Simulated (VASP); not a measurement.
# CoSi (zincblende type) (F-43m) in VASP: a series of runs, part 2 of 2

VASP 6.6.1. Earlier steps stand in the parts before.

### 3 Single point, PBE, collinear spin, ferromagnetic start (10.71 Å³/atom)

This run uses another cell than the first one, of 10.71 Å³/atom.

The input, INCAR:

```
PREC = Accurate ; ENCUT = 520
EDIFF = 1E-6 ; ISMEAR = -1
SIGMA = 0.08 ; LREAL = F
LASPH = T ; NELM = 150
ALGO = Normal ; ISIF = 2
LWAVE = F ; LCHARG = F
ISPIN = 2 ; MAGMOM = 1.7 0
LORBIT = 11 ; LMAXMIX = 4
GGA = PE ; NBANDS = 18
```

The input, KPOINTS:

```
regular mesh
0
Gamma
  14 14 14
```

The input, POSCAR:

```
CoSi
1.0
    0.0000000000      2.2040816608      2.2040816608
    2.2040816608      0.0000000000      2.2040816608
    2.2040816608      2.2040816608      0.0000000000
Co Si
1 1
Direct
    0.0000000000      0.0000000000      0.0000000000
    0.2500000000      0.2500000000      0.2500000000
```

Potentials or basis: VASP PAW PBE potentials, release 64 (Co, Si).

The run is started by

```
$ cat potpaw_PBE.64/Co/POTCAR potpaw_PBE.64/Si/POTCAR > POTCAR
$ mpirun -np 1 vasp_std > vasp.out
```

OUTCAR:

```text
PREC = Accurate
   ENCUT = 520
   EDIFF = 1E-6
   ISMEAR = -1
   LREAL = F
   LASPH = T
   NELM = 150
   ISIF = 2
   ISPIN = 2
   LORBIT = 11
   GGA = PE

 ion  position               nearest neighbor table
   1  0.000  0.000  0.000-   2 1.91   2 1.91   2 1.91   2 1.91
   2  0.250  0.250  0.250-   1 1.91   1 1.91   1 1.91   1 1.91

  LATTYP: Found a face centered cubic cell.
 ALAT       =     4.4081633216

  Lattice vectors:

 A1 = (   0.0000000000,   2.2040816608,   2.2040816608)
 A2 = (   2.2040816608,   0.0000000000,   2.2040816608)
 A3 = (   2.2040816608,   2.2040816608,   0.0000000000)

Analysis of symmetry for initial positions (statically):
=====================================================================
 Subroutine PRICEL returns:
 Original cell was already a primitive cell.

 Routine SETGRP: Setting up the symmetry group for a
 face centered cubic supercell.

 Subroutine GETGRP returns: Found 24 space group operations
 (whereof 24 operations were pure point group operations)
 out of a pool of 48 trial point group operations.

[... 691 lines left out ...]

 spin component 2

 k-point     1 :       0.0000    0.0000    0.0000
  band No.  band energies     occupation
      1      -1.0459      1.00000
      2       7.8518      1.00000
      3       7.8518      1.00000
      4       7.8518      1.00000
      5       9.5508      1.00000
      6       9.5508      1.00000
[... 493 lines left out ...]
     17      35.1218      0.00000
     18      36.1879      0.00000

 [... further k-points ...]
[... 5 lines left out ...]
  --------------------------------------------------------------------------------------
  -------------------------------------------------------------------------------------
  Total       15.1309066     15.1309066     15.1309066     -0.0000000     -0.0000000      0.0000000
  in kB     1132.0418793   1132.0418793   1132.0418793     -0.0000000     -0.0000000      0.0000000
  external PRESSURE =    1132.0418793 kB  Pullay stress =       0.0000000 kB

 VOLUME and BASIS-vectors are now :
 -----------------------------------------------------------------------------
  energy-cutoff  :      520.00
  volume of cell :       21.41
      direct lattice vectors                 reciprocal lattice vectors
     0.000000000  2.204081661  2.204081661    -0.226851849  0.226851849  0.226851849
     2.204081661  0.000000000  2.204081661     0.226851849 -0.226851849  0.226851849
     2.204081661  2.204081661  0.000000000     0.226851849  0.226851849 -0.226851849

 POSITION                                       TOTAL-FORCE (eV/Angst)
 -----------------------------------------------------------------------------------
      0.00000      0.00000      0.00000        -0.000000     -0.000000      0.000000
      1.10204      1.10204      1.10204         0.000000      0.000000     -0.000000
 -----------------------------------------------------------------------------------
    total drift:                                0.000002      0.000002      0.000001

  FREE ENERGIE OF THE ION-ELECTRON SYSTEM (eV)
  ---------------------------------------------------
  free  energy   TOTEN  =        -8.9144840104 eV

  energy  without entropy=       -8.9017979892  energy(sigma->0) =       -8.90814100

 total charge

# of ion       s       p       d       tot
------------------------------------------
    1        0.738   0.665   8.082   9.485
    2        0.904   1.116   0.000   2.020
--------------------------------------------------
tot          1.642   1.781   8.082  11.505

 magnetization (x)

# of ion       s       p       d       tot
------------------------------------------
    1       -0.000  -0.000   0.000  -0.000
    2        0.000   0.000   0.000   0.000
--------------------------------------------------
tot         -0.000  -0.000   0.000   0.000
```

OSZICAR:

```text
N       E                     dE             d eps       ncg     rms          rms(c)
DAV:   1     0.583193028122E+02    0.58319E+02   -0.52242E+03  7634   0.775E+02
DAV:   2    -0.586431338285E+01   -0.64184E+02   -0.56625E+02  8084   0.174E+02
DAV:   3    -0.924512311573E+01   -0.33808E+01   -0.33081E+01  8740   0.415E+01
DAV:   4    -0.928781129872E+01   -0.42688E-01   -0.42651E-01  9164   0.430E+00
DAV:   5    -0.928875592770E+01   -0.94463E-03   -0.94451E-03  9246   0.643E-01    0.150E+01
DAV:   6    -0.100936716947E+02   -0.80492E+00   -0.11727E+01  8428   0.447E+01    0.806E+00
DAV:   7    -0.897492082922E+01    0.11188E+01   -0.57941E+00  8634   0.323E+01    0.465E+00
DAV:   8    -0.891839603555E+01    0.56525E-01   -0.10590E-01 10228   0.304E+00    0.173E+00
DAV:   9    -0.891475116238E+01    0.36449E-02   -0.16520E-02 10564   0.990E-01    0.606E-01
DAV:  10    -0.891454522900E+01    0.20593E-03   -0.84102E-04 10284   0.250E-01    0.137E-01
DAV:  11    -0.891448830991E+01    0.56919E-04   -0.17270E-04  8468   0.118E-01    0.615E-02
DAV:  12    -0.891448563583E+01    0.26741E-05   -0.61112E-05  8980   0.695E-02    0.314E-02
DAV:  13    -0.891448407732E+01    0.15585E-05   -0.40060E-06  8438   0.153E-02    0.175E-02
DAV:  14    -0.891448401042E+01    0.66897E-07   -0.52755E-07  4656   0.686E-03
   1 F= -.89144840E+01 E0= -.89081410E+01  d E =-.126860E-01  mag=     0.0001
```

stdout:

```text
POSCAR found type information on POSCAR CoSi
 POSCAR found :  2 types and       2 ions
 scaLAPACK will be used
 LDA part: xc-table for (Slater+PW92), standard interpolation
 POSCAR, INCAR and KPOINTS ok, starting setup
 FFT: planning ... GRIDC
 FFT: planning ... GRID_SOFT
 FFT: planning ... GRID
 WAVECAR not read
 entering main loop
```

Wall time 2.5 min (1 thread of AMD EPYC 7R13, shared host); peak memory 0.16 GiB.

Results:

```
Free energy                                           : -8.9145 eV
Pressure                                              : 113.2 GPa
Net moment                                            : 0.00 μB per cell
Valence electrons inside the program's atomic spheres : Co 9.48; Si 2.02
```

Levels at points of the mesh, in eV from the Fermi level:
Spin up:
```csv
k point,band 2,band 3,band 4,band 5,band 6,band 7,band 8,band 9,band 10,band 11
"(0.00, 0.00, 0.00)",-3.83,-3.83,-3.83,-2.13,-2.13,8.95,8.95,8.95,10.48,10.48
"(0.50, 0.00, 0.00)",-6.26,-3.61,-3.61,-1.73,-1.73,-0.93,6.01,6.01,9.79,10.64
"(0.50, 0.50, 0.00)",-6.54,-3.37,-2.12,-2.12,-1.34,-0.05,1.28,1.28,7.38,8.68
```
Spin down:
| k point | band 4 | band 5 | band 6 | band 7 | band 8 | band 9 |
| --- | --- | --- | --- | --- | --- | --- |
| (0.00, 0.00, 0.00) | -3.83 | -2.13 | -2.13 | 8.95 | 8.95 | 8.95 |
| (0.50, 0.00, 0.00) | -3.61 | -1.73 | -1.73 | -0.93 | 6.01 | 6.01 |
| (0.50, 0.50, 0.00) | -2.12 | -2.12 | -1.34 | -0.05 | 1.28 | 1.28 |

Caveat: the cell stands under pressure; the moments typed at the start vanished in this run.

### 4 Single point, PBE, collinear spin, ferromagnetic start (10.71 Å³/atom)

This run uses another cell than the first one, of 10.71 Å³/atom.

The input, INCAR:

```
SYSTEM = CoSi
  PREC = Accurate
  ENCUT = 520
  EDIFF = 1E-7
  ISMEAR = -1
  SIGMA = 0.08
  LREAL = .FALSE.
  LASPH = .TRUE.
  NELM = 150
  ALGO = Normal
  ISIF = 2
  LWAVE = .FALSE.
  LCHARG = .FALSE.
  ISPIN = 2
  MAGMOM = 1.7 0
  LORBIT = 11
  LMAXMIX = 4
  GGA = PE
  NBANDS = 18
```

The input, KPOINTS:

```
Automatic mesh
0
G
  14 14 14
  0 0 0
```

POSCAR is that of step 3.

The run is started by

```
$ cat potpaw_PBE.64/Co/POTCAR potpaw_PBE.64/Si/POTCAR > POTCAR
$ mpirun -np 1 vasp_std > vasp.out
```

It took 2.9 min on 1 thread of AMD EPYC 7R13, shared host; peak memory 0.16 GiB.

The run converged. Its results:

```
Free energy                                           : -8.9145 eV
Pressure                                              : 113.2 GPa
Net moment                                            : 0.00 μB per cell
Valence electrons inside the program's atomic spheres : Co 9.48; Si 2.02
```

Levels at points of the mesh, in eV from the Fermi level:
Spin up:
```csv
k point,band 2,band 3,band 4,band 5,band 6,band 7,band 8,band 9,band 10,band 11
"(0.00, 0.00, 0.00)",-3.83,-3.83,-3.83,-2.13,-2.13,8.95,8.95,8.95,10.48,10.48
"(0.50, 0.00, 0.00)",-6.26,-3.61,-3.61,-1.73,-1.73,-0.93,6.01,6.01,9.79,10.64
"(0.50, 0.50, 0.00)",-6.54,-3.37,-2.12,-2.12,-1.34,-0.05,1.28,1.28,7.38,8.68
```
Spin down:
| k point | band 2 | band 3 | band 4 | band 5 | band 6 | band 7 | band 8 | band 9 | band 10 | band 11 |
| --- | --- | --- | --- | --- | --- | --- | --- | --- | --- | --- |
| (0.00, 0.00, 0.00) | -3.83 | -3.83 | -3.83 | -2.13 | -2.13 | 8.95 | 8.95 | 8.95 | 10.48 | 10.48 |
| (0.50, 0.00, 0.00) | -6.26 | -3.61 | -3.61 | -1.73 | -1.73 | -0.93 | 6.01 | 6.01 | 9.79 | 10.64 |
| (0.50, 0.50, 0.00) | -6.54 | -3.37 | -2.12 | -2.12 | -1.34 | -0.05 | 1.28 | 1.28 | 7.38 | 8.68 |

Caveat: the cell stands under pressure; the moments typed at the start vanished in this run.

### 5 Single point, PBE, collinear spin, ferromagnetic start (14.00 Å³/atom)

This run uses another cell than the first one, of 14.00 Å³/atom.

The input, INCAR:

```
  ALGO = Normal
  EDIFF = 1E-6
  ENCUT = 520
  GGA = PE
  ISIF = 2
  ISMEAR = -1
  ISPIN = 2
  LASPH = T
  LCHARG = F
  LMAXMIX = 4
  LORBIT = 11
  LREAL = F
  LWAVE = F
  MAGMOM = 1.7 0
  NBANDS = 18
  NELM = 150
  PREC = Accurate
  SIGMA = 0.08
```

The input, KPOINTS:

```
k-points
0
Gamma
  14 14 14
```

The input, POSCAR:

```
CoSi
1.0
    0.0000000000      2.4102543242      2.4102543242
    2.4102543242      0.0000000000      2.4102543242
    2.4102543242      2.4102543242      0.0000000000
Co Si
1 1
Direct
    0.0000000000      0.0000000000      0.0000000000
    0.2500000000      0.2500000000      0.2500000000
```

The run is started by

```
$ cat potpaw_PBE.64/Co/POTCAR potpaw_PBE.64/Si/POTCAR > POTCAR
$ mpirun -np 1 vasp_std > vasp.out
```

Wall time 4 min (1 thread of AMD EPYC 7R13, shared host); peak memory 0.2 GiB.

The run converged. Its results:

```
Free energy                                           : -11.4084 eV
Pressure                                              : 24.6 GPa
Net moment                                            : 0.00 μB per cell
Valence electrons inside the program's atomic spheres : Co 8.79; Si 1.79
```

Levels at points of the mesh, in eV from the Fermi level:
Spin up:
| k point | band 2 | band 3 | band 4 | band 5 | band 6 | band 7 | band 8 | band 9 | band 10 | band 11 |
| --- | --- | --- | --- | --- | --- | --- | --- | --- | --- | --- |
| (0.00, 0.00, 0.00) | -2.78 | -2.78 | -2.78 | -1.33 | -1.33 | 7.66 | 7.66 | 7.66 | 8.31 | 8.31 |
| (0.50, 0.00, 0.00) | -4.80 | -2.55 | -2.55 | -1.11 | -1.11 | -0.69 | 4.71 | 4.71 | 8.56 | 9.33 |
| (0.50, 0.50, 0.00) | -4.88 | -2.02 | -1.60 | -1.60 | -0.84 | -0.23 | 1.14 | 1.14 | 6.54 | 6.94 |
Spin down:
| k point | band 2 | band 3 | band 4 | band 5 | band 6 | band 7 | band 8 | band 9 | band 10 | band 11 |
| --- | --- | --- | --- | --- | --- | --- | --- | --- | --- | --- |
| (0.00, 0.00, 0.00) | -2.78 | -2.78 | -2.78 | -1.33 | -1.33 | 7.66 | 7.66 | 7.66 | 8.31 | 8.31 |
| (0.50, 0.00, 0.00) | -4.80 | -2.55 | -2.55 | -1.11 | -1.11 | -0.69 | 4.71 | 4.71 | 8.56 | 9.33 |
| (0.50, 0.50, 0.00) | -4.88 | -2.02 | -1.60 | -1.60 | -0.84 | -0.23 | 1.14 | 1.14 | 6.54 | 6.94 |

Caveat: the cell stands under pressure; the moments typed at the start vanished in this run.
